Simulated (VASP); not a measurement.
# Al4VN5 in VASP: single point with PBE

Aim: the single point of Al4VN5 with PBE.

All numbers are computed with VASP 6.6.1; they aren't measurements. Logs are shortened: lines on timing, memory, paths and dates and some standing lists are left out, and cuts for length are marked.

### Step 1. The cell of the first run

The typed cell holds 20 atoms: a = 4.974 Å, b = 4.974 Å, c = 7.735 Å, α = 83.86°, β = 71.25°, γ = 70.57°.

### Step 2. Single point, PBE

The input, INCAR:

```
SYSTEM = Al4VN5
PREC = Accurate
ENCUT = 520
EDIFF = 1E-7
ISMEAR = 0
SIGMA = 0.1
LREAL = Auto
LASPH = .True.
NELM = 80
ALGO = Normal
ISIF = 2
LWAVE = .False.
LCHARG = .True.
GGA = PE
LELF = .True.
LVHAR = .True.
NBANDS = 66
ISYM = 0
```

The input, KPOINTS:

```
Automatic mesh
0
Gamma
  3 3 2
  0 0 0.5
```

The input, POSCAR:

```
Al4VN5
1.0
    2.0313223375      2.0314090760      4.0599960115
   -2.0318261560     -2.0315003425      4.0602935540
    6.1950565275     -4.1633919769      2.0297401608
N Al V
10 8 2
Direct
    0.9501363502      0.7491359600      0.6011221638
    0.8459647329      0.2491146978      0.8094831961
    0.3420386600      0.7491467556      0.8173079529
    0.7511643033      0.7491482231     -0.0009491251
    0.1491619475      0.7491443469      0.2032039558
    0.0543752435      0.2491583620      0.3927540796
    0.5583175199      0.7491673392      0.3849534532
    0.4501382413      0.2491440610      0.6011353505
    0.2507510322      0.2491731545     -0.0001090946
    0.6495476438      0.2491486189      0.2023779219
    0.0913470138      0.4918058347      0.8041523467
    0.6059752617      0.0063936444      0.8041507212
    0.9976064710     -0.0004545043      0.0033638054
    0.3997969665      0.9995737031      0.1988760320
    0.2943897428      0.4918664966      0.3980579794
    0.8090112459      1.0064204065      0.3981001176
    0.5005895007      0.4986601720      0.0033284348
    0.9027866046      0.4986975061      0.1988822663
    0.2318549424      0.9672222446      0.6011323565
    0.6684630878      0.5310824563      0.6011304706
```

Potentials or basis: VASP PAW PBE potentials, release 64 (N, Al, V_sv).

Started as:

```
cat potpaw_PBE.64/N/POTCAR potpaw_PBE.64/Al/POTCAR potpaw_PBE.64/V_sv/POTCAR > POTCAR
mpirun -np 1 vasp_std > vasp.out
```

OUTCAR:

```text
SYSTEM = Al4VN5
   PREC = Accurate
   ENCUT = 520
   EDIFF = 1E-7
   ISMEAR = 0
   LREAL = Auto
   LASPH = .True.
   NELM = 80
   ISIF = 2
   GGA = PE
   ISYM = 0

 ion  position               nearest neighbor table
   1  0.950  0.749  0.601-  20 2.04  19 2.04  12 2.07  16 2.07  15 2.07  11 2.07
   2  0.846  0.249  0.809-  12 1.97  11 1.97  17 2.02  13 2.02  19 2.22  20 2.23
   3  0.342  0.749  0.817-  13 1.98  17 1.98  20 2.02  19 2.02  12 2.09  11 2.09
   4  0.751  0.749  0.999-  12 2.03  17 2.03  11 2.03  13 2.03  14 2.05  18 2.05
   5  0.149  0.749  0.203-  15 2.03  14 2.03  16 2.03  18 2.03  13 2.05  17 2.05
   6  0.054  0.249  0.393-  15 1.97  16 1.97  14 2.02  18 2.02  20 2.23  19 2.23
   7  0.558  0.749  0.385-  18 1.98  14 1.98  20 2.02  19 2.02  16 2.09  15 2.09
   8  0.450  0.249  0.601-  19 2.04  20 2.04  11 2.07  16 2.07  12 2.07  15 2.07
   9  0.251  0.249  1.000-  11 2.03  12 2.03  13 2.03  17 2.03  18 2.04  14 2.04
  10  0.650  0.249  0.202-  15 2.03  16 2.03  18 2.03  14 2.03  17 2.04  13 2.04
  11  0.091  0.492  0.804-   2 1.97   4 2.03   9 2.03   8 2.07   1 2.07   3 2.09  17 2.84  13 2.84
                            19 2.85  20 2.86  12 2.88  12 2.88  18 2.89  13 2.93  17 2.93  20 2.95
  12  0.606  0.006  0.804-   2 1.97   4 2.03   9 2.03   1 2.07   8 2.07   3 2.09  13 2.84  17 2.84
                            20 2.85  19 2.86  11 2.88  11 2.88  14 2.89  17 2.93  13 2.93  19 2.95
  13  0.998  1.000  0.003-   3 1.98   2 2.02   4 2.03   9 2.03  10 2.04   5 2.05  12 2.84  11 2.84
                            17 2.86  14 2.87  18 2.87  14 2.87  18 2.87  17 2.88  16 2.89  11 2.93
  14  0.400  1.000  0.199-   7 1.98   6 2.02   5 2.03  10 2.03   9 2.04   4 2.05  16 2.84  15 2.84
                            18 2.86  13 2.87  17 2.87  13 2.87  17 2.87  18 2.88  12 2.89  15 2.93
  15  0.294  0.492  0.398-   6 1.97   5 2.03  10 2.03   1 2.07   8 2.07   7 2.09  18 2.84  14 2.84
                            19 2.85  20 2.86  16 2.88  16 2.88  17 2.89  14 2.93  18 2.93  20 2.95
  16  0.809  0.006  0.398-   6 1.97   5 2.03  10 2.03   1 2.07   8 2.07   7 2.09  14 2.84  18 2.84
                            20 2.85  19 2.86  15 2.88  15 2.88  13 2.89  18 2.93  14 2.93  19 2.95
  17  0.501  0.499  0.003-   3 1.98   2 2.02   4 2.03   9 2.03  10 2.04   5 2.05  11 2.84  12 2.84
                            13 2.86  14 2.87  18 2.87  18 2.87  14 2.87  13 2.88  15 2.89  12 2.93
  18  0.903  0.499  0.199-   7 1.98   6 2.02   5 2.03  10 2.03   9 2.04   4 2.05  15 2.84  16 2.84
                            14 2.86  13 2.87  17 2.87  17 2.87  13 2.87  14 2.88  11 2.89  16 2.93
  19  0.232  0.967  0.601-   3 2.02   7 2.02   1 2.04   8 2.04   2 2.22   6 2.23  20 2.51  15 2.85
                            11 2.85  12 2.86  16 2.86  16 2.95  12 2.95  13 2.95  14 2.95  11 2.95
  20  0.668  0.531  0.601-   7 2.02   3 2.02   1 2.04   8 2.04   6 2.23   2 2.23  19 2.51  12 2.85
                            16 2.85  11 2.86  15 2.86  11 2.95  17 2.95  15 2.95  18 2.95  16 2.95

IMPORTANT INFORMATION: All symmetrisations will be switched off!
NOSYMM: (Re-)initialisation of all symmetry stuff for point group C_1.

----------------------------------------------------------------------------------------

                                     Primitive cell

  volume of cell :     170.8787

  direct lattice vectors                    reciprocal lattice vectors
     2.031322337  2.031409076  4.059996012     0.074796770  0.171336889  0.123154884
    -2.031826156 -2.031500342  4.060293554    -0.123049776 -0.123063007  0.123139300
     6.195056528 -4.163391977  2.029740161     0.096536310 -0.096541990  0.000004904

  length of vectors
     4.973576267  4.974062215  7.735140804     0.223870525  0.213187800  0.136526976

  position of ions in fractional coordinates (direct lattice)
     0.950136350  0.749135960  0.601122164
     0.845964733  0.249114698  0.809483196
     0.342038660  0.749146756  0.817307953
     0.751164303  0.749148223  0.999050875
     0.149161947  0.749144347  0.203203956
     0.054375243  0.249158362  0.392754080
[... 12 lines left out ...]
     0.231854942  0.967222245  0.601132357
     0.668463088  0.531082456  0.601130471

  ion indices of the primitive-cell ions
   primitive index   ion index
                 1           1
                 2           2
                 3           3
                 4           4
                 5           5
                 6           6
[... 12 lines left out ...]
                19          19
                20          20

----------------------------------------------------------------------------------------

 KPOINTS: Automatic mesh

Automatic generation of k-mesh.
 Grid dimensions read from file:
 generate k-points for:    3    3    2

 Generating k-lattice:

  Cartesian coordinates                     Fractional coordinates (reciprocal lattice)
     0.024932257  0.057112296  0.041051628     0.333333333  0.000000000  0.000000000
    -0.041016592 -0.041021002  0.041046433     0.000000000  0.333333333  0.000000000
     0.048268155 -0.048270995  0.000002452    -0.000000000  0.000000000  0.500000000

  Length of vectors
     0.074623508  0.071062600  0.068263488

  Shift w.r.t. Gamma in fractional coordinates (k-lattice)
     0.000000000  0.000000000  0.500000000

 Subroutine IBZKPT returns following result:
 ===========================================

 Found      9 irreducible k-points:

 Following reciprocal coordinates:
            Coordinates               Weight
  0.000000  0.000000  0.250000      2.000000
  0.333333 -0.000000  0.250000      2.000000
 -0.333333  0.000000  0.250000      2.000000
  0.000000  0.333333  0.250000      2.000000
  0.333333  0.333333  0.250000      2.000000
 -0.333333  0.333333  0.250000      2.000000
  0.000000 -0.333333  0.250000      2.000000
  0.333333 -0.333333  0.250000      2.000000
 -0.333333 -0.333333  0.250000      2.000000
   k-points           NKPTS =      9   k-points in BZ     NKDIM =      9   number of bands    NBANDS=     66
   number of dos      NEDOS =    301   number of ions     NIONS =     20
   total plane-waves  NPLWV =  96000
   dimension x,y,z NGX =    40 NGY =   40 NGZ =   60
   dimension x,y,z NGXF=    80 NGYF=   80 NGZF=  120
   ions per type =              10   8   2
   NGX,Y,Z   is equivalent  to a cutoff of  13.37, 13.37, 12.90 a.u.
   NGXF,Y,Z  is equivalent  to a cutoff of  26.74, 26.74, 25.79 a.u.
 SYSTEM =  Al4VN5
   PREC   = accura    normal or accurate (medium, high low for compatibility)
   ISTART =      0    job   : 0-new  1-cont  2-samecut
   ICHARG =      2    charge: 1-file 2-atom 10-const
   ISPIN  =      1    spin polarized calculation?
   LNONCOLLINEAR =      F non collinear calculations
   LSORBIT =      F    spin-orbit coupling
   LASPH  =      T    aspherical Exc in radial PAW
   ENCUT  =  520.0 eV  38.22 Ry    6.18 a.u.   9.25  9.25 14.38*2*pi/ulx,y,z
   NELM   =     80;   NELMIN=  2; NELMDL= -5     # of ELM steps
   EDIFF  = 0.1E-06   stopping-criterion for ELM
   LREAL  =      T    real-space projection
   EDIFFG = 0.1E-05   stopping-criterion for IOM
   NSW    =      0    number of steps for IOM
   IBRION =     -1    ionic relax: 0-MD 1-quasi-New 2-CG
   NFREE  =      0    steps in history (QN), initial steepest desc. (CG)
   ISIF   =      2    stress and relaxation
   ISYM   =      0    0-nonsym 1-usesym 2-fastsym
   POTIM  = 0.5000    time-step for ionic-motion
   TEBEG  =    0.0;   TEEND  =   0.0 temperature during run
   PSTRESS=    0.0 pullay stress
   NELECT =     100.0000    total number of electrons
   NUPDOWN=      -1.0000    fix difference up-down
   EMIN   =  10.00;   EMAX   =-10.00  energy-range for DOS
   EFERMI =   0.00;   METHOD = LEGACY
   ISMEAR =     0;   SIGMA  =   0.10  broadening in eV -4-tet -1-fermi 0-gaus
   EFERMI_NEDOS =   21; number of points for ismear=-14 and -15
   IALGO  =     38    algorithm
   IMIX   =      4    mixing-type and parameters
     AMIX     =   0.40;   BMIX     =  1.00
     AMIX_MAG =   1.60;   BMIX_MAG =  1.00
  volume/ion in A,a.u.               =       8.54        57.66
  Fermi-wavevector in a.u.,A,eV,Ry     =   1.369343  2.587683 25.512279  1.875100
  Thomas-Fermi vector in A             =   2.495227
   LORBIT       =      0    0 simple, 1 ext, 2 COOP (PROOUT), +10 PAW based schemes
   GGA     = PE    functional components
   LHFCALC =     F    Hartree Fock is set to
   AEXX    =    0.0000 exact exchange contribution
   IVDW    =     0    specifies the selected vdW correction
   LEPSILON=     F    determine dielectric tensor
   LRPA    =     F    only Hartree local field effects (RPA)
 non-spin polarized calculation
 Gauss-broadening in eV      SIGMA  =   0.10
  energy-cutoff  :      520.00
  volume of cell :      170.88
 maximum number of plane-waves:      4611
 NGX is ok and might be reduce to    40
   NGX = 19   NGY = 19   NGZ = 29

 number of electron     100.0000010 magnetization

 Free energy of the ion-electron system (eV)
  ---------------------------------------------------
  ext. energy  EPLUGINS =         0.00000000
  ---------------------------------------------------
  free energy    TOTEN  =      -153.62472278 eV

  energy without entropy =     -153.60506118  energy(sigma->0) =     -153.61489198

 E-fermi :  11.3866     XC(G=0): -12.4524

 val. band max:       10.9177694153   @ k =  -0.3333  -0.3333   0.2500
 cond. band min:      11.4141161193   @ k =   0.3333  -0.0000   0.2500
 fundamental gap:      0.4963467040
 Fermi energy:        11.3866339813

 k-point     1 :       0.0000    0.0000    0.2500
  band No.  band energies     occupation
      1     -53.6651      2.00000
      2     -53.5977      2.00000
      3     -27.7876      2.00000
      4     -27.7450      2.00000
      5     -27.6091      2.00000
      6     -27.4872      2.00000
[... 54 lines left out ...]
     61      16.4747      0.00000
     62      16.5818      0.00000

 k-point     2 :       0.3333   -0.0000    0.2500
  band No.  band energies     occupation
      1     -53.6629      2.00000
      2     -53.6000      2.00000
      3     -27.7902      2.00000
      4     -27.7432      2.00000
      5     -27.5797      2.00000
      6     -27.4819      2.00000
[... 444 lines left out ...]
     61      17.0611      0.00000
     62      17.1938      0.00000

 k-point     9 :      -0.3333   -0.3333    0.2500
  band No.  band energies     occupation
      1     -53.6649      2.00000
      2     -53.5980      2.00000
      3     -27.7989      2.00000
      4     -27.7354      2.00000
      5     -27.6101      2.00000
      6     -27.4862      2.00000
[... 54 lines left out ...]
     61      16.2350      0.00000
     62      16.5519      0.00000
 [bands above 62 left out]

------------------------ aborting loop because EDIFF is reached ----------------------------------------

  FORCE on cell =-STRESS in cart. coord.  units (eV):
  Direction    XX          YY          ZZ          XY          YZ          ZX
  --------------------------------------------------------------------------------------
  -------------------------------------------------------------------------------------
  Total        0.0924876      0.0979933     -0.0221475      0.0241584     -0.0027738      0.0002890
  in kB        0.8671738      0.9187962     -0.2076573      0.2265117     -0.0260079      0.0027098
  external PRESSURE =       0.5261043 kB  Pullay stress =       0.0000000 kB

 VOLUME and BASIS-vectors are now :
 -----------------------------------------------------------------------------
  energy-cutoff  :      520.00
  volume of cell :      170.88
      direct lattice vectors                 reciprocal lattice vectors
     2.031322337  2.031409076  4.059996012     0.074796770  0.171336889  0.123154884
    -2.031826156 -2.031500342  4.060293554    -0.123049776 -0.123063007  0.123139300
     6.195056528 -4.163391977  2.029740161     0.096536310 -0.096541990  0.000004904

 POSITION                                       TOTAL-FORCE (eV/Angst)
 -----------------------------------------------------------------------------------
      4.13190     -2.09446      8.11938         0.001514      0.000425      0.002333
      6.22706     -2.15777      6.08913         0.042166     -0.041784      0.000041
      4.23592     -4.22984      6.08935         0.051797     -0.050687     -0.002129
      6.19289     -4.15541      8.11930         0.010049     -0.008704      0.001555
      0.03972     -2.06490      4.05979        -0.010346      0.010838     -0.002031
      2.03734     -2.03090      2.02961        -0.040252      0.040727     -0.000847
[... 12 lines left out ...]
      2.22979     -3.99667      6.08868        -0.041233     -0.037730     -0.000938
      4.00283     -2.22371      6.09045         0.044040      0.045613     -0.000389
 -----------------------------------------------------------------------------------
    total drift:                               -0.003123     -0.001986      0.005985

  FREE ENERGIE OF THE ION-ELECTRON SYSTEM (eV)
  ---------------------------------------------------
  free  energy   TOTEN  =      -153.6247227846 eV

  energy  without entropy=     -153.6050611817  energy(sigma->0) =     -153.61489198
```

It took 3.4 min on 1 thread of Intel Xeon Platinum 8559C (Emerald Rapids), shared host; peak memory 0.3 GiB.

What came out:

```
Free energy            : -153.6247 eV
Pressure               : 0.1 GPa
Largest force          : 0.073 eV/Å
Band gap on the k mesh : zero (band 50 reaches 11.72 eV, above the bottom of band 51 at 10.89 eV)
```

Forces in eV/Å, atoms in the order of the input:
```
N    0.002  0.000  0.002
N    0.042 -0.042  0.000
N    0.052 -0.051 -0.002
N    0.010 -0.009  0.002
N   -0.010  0.011 -0.002
N   -0.040  0.041 -0.001
N   -0.052  0.052 -0.002
N    0.000  0.000  0.001
N    0.003  0.000 -0.002
N   -0.004  0.005  0.000
Al  -0.011  0.009 -0.008
Al  -0.010  0.009  0.009
Al  -0.019  0.006  0.001
Al   0.010 -0.017  0.002
Al   0.012 -0.014 -0.008
Al   0.009 -0.012  0.009
Al  -0.010  0.013  0.000
Al   0.015 -0.011  0.000
V   -0.041 -0.038 -0.001
V    0.044  0.046  0.000
```

Stress tensor (GPa, compression positive):
```
 0.09  0.02  0.00
 0.02  0.09  0.00
 0.00  0.00 -0.02
```

Caveat: the k points lie up to 0.47 Å⁻¹ apart; the run has no spin polarisation, though such a crystal can be magnetic. With open d or f shells a metallic result of PBE can be an artefact of self-interaction; +U or a hybrid may open a gap.
